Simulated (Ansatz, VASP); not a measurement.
## Two plane-wave programs on BN

The input POSCAR:

```
BN
1.0
    0.0000000000      1.8130010000      1.8130010000
    1.8130010000      0.0000000000      1.8130010000
    1.8130010000      1.8130010000      0.0000000000
B N
1 1
Direct
    0.0000000000      0.0000000000      0.0000000000
    0.7082034302      0.7639321899      0.7639321899
```

File INCAR.step1:

```
PREC = Accurate
ENCUT = 520
ISMEAR = 0
SIGMA = 0.05
LREAL = False
LASPH = True
NELM = 100
NBANDS = 11
GGA = PE
ALGO = Normal
EDIFF = 1E-4
LWAVE = True
LCHARG = False
```

INCAR.step2

```
PREC = Accurate
ENCUT = 520
EDIFF = 1E-7
ISMEAR = 0
SIGMA = 0.05
LREAL = False
LASPH = True
NELM = 100
ALGO = Normal
ISIF = 2
LWAVE = False
LCHARG = False
METAGGA = R2SCAN
LMIXTAU = True
NBANDS = 11
ISTART = 1
```

Contents of KPOINTS:

```
Automatic mesh
0
Gamma
  12 12 12
```

Input for Ansatz:

```yaml
crystal:
  lattice:
    - [0.0, 1.813001, 1.813001]
    - [1.813001, 0.0, 1.813001]
    - [1.813001, 1.813001, 0.0]
  atoms:
    - { symbol: B, position: [0.0, 0.0, 0.0] }
    - { symbol: "N", position: [0.7082034302, 0.7639321899, 0.7639321899] }
basis:
  ecutwfc: 500
kpoints:
  mp_grid: { grid: [12, 12, 12] }
hamiltonian:
  xc: r2scan
scf:
  occupations: { method: gaussian, width: 0.05 }
output:
  forces: true
  stress: true
  eigenvalues: true
```

Change from the starting cell: all N atoms moved +0.087 Å, as atom 2 towards its neighbour atom 1 (B) at 1.570 Å.

Alike in both runs: task single point; functional r2SCAN; k mesh 12 × 12 × 12; occupations gaussian, width 0.05 eV; no spin polarisation.

|  | VASP | Ansatz |
| --- | --- | --- |
| version | VASP 6.6.1 | Ansatz 0.2.0 |
| potentials or method | VASP PAW PBE potentials, release 64 (B, N), cutoff 520 eV | scalar-relativistic, plane waves, PAW |
| valence electrons in the cell | 8 | 8 |

Ansatz gave:

| Quantity | Value |
| --- | --- |
| gap on the k mesh at the Fermi level (eV) | 4.46 |
| least direct gap on the mesh (eV) | 8.71 |
| pressure (GPa) | -2.6 |
| traceless stress, the component that is largest in VASP (GPa) | -1.83 |
| rms of the force components (eV/Å) | 1.438 |

What did VASP give for the same quantities?

gap on the k mesh at the Fermi level (eV): 4.45; least direct gap on the mesh (eV): 8.68; pressure (GPa): -1.6; traceless stress, the component that is largest in VASP (GPa): -1.96; rms of the force components (eV/Å): 1.439.

VASP's potentials were made for PBE, not for r2SCAN. Atom by atom the forces differ by 0.001 eV/Å (rms over components).
